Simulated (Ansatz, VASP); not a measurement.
**One calculation of TaNi3, two programs**

```xyz
4
Lattice="0.0000 2.5511 3.7045 2.5464 0.0000 3.7045 2.5464 2.5511 0.0000" Properties=species:S:1:pos:R:3 pbc="T T T"
Ta    0.0000    0.0000    0.0000
Ni    2.5464    2.5511    3.7045
Ni    1.2732    1.2756    1.8523
Ni    3.8196    3.8267    5.5568
```

Alike in both runs: task single point; functional LDA; k mesh 8 × 8 × 8; occupations fermi-dirac, width 0.05 eV; no spin polarisation.

```csv
,VASP,Ansatz
version,VASP 6.6.1,Ansatz 0.2.0
potentials or method,"VASP PAW LDA potentials, release 64 (Ta_pv, Ni)","PAW with Ansatz's default frozen-core files, scalar-relativistic"
plane-wave cutoff (eV),520,420
valence electrons in the cell,41,67
```

```tsv
	VASP	Ansatz	Ansatz less VASP
pressure (GPa)	-9.2	-9.6	-0.49
traceless stress, the component that is largest in VASP (GPa)	-0.32	-0.30	+0.017
```

LDA's correlation is that of Perdew and Zunger in VASP and of Perdew and Wang (1992) in Ansatz. VASP's potentials hold 41 valence electrons a cell and Ansatz's 67, so a difference there can come from the potentials and not from the codes.

Neither program's run includes spin-orbit coupling.
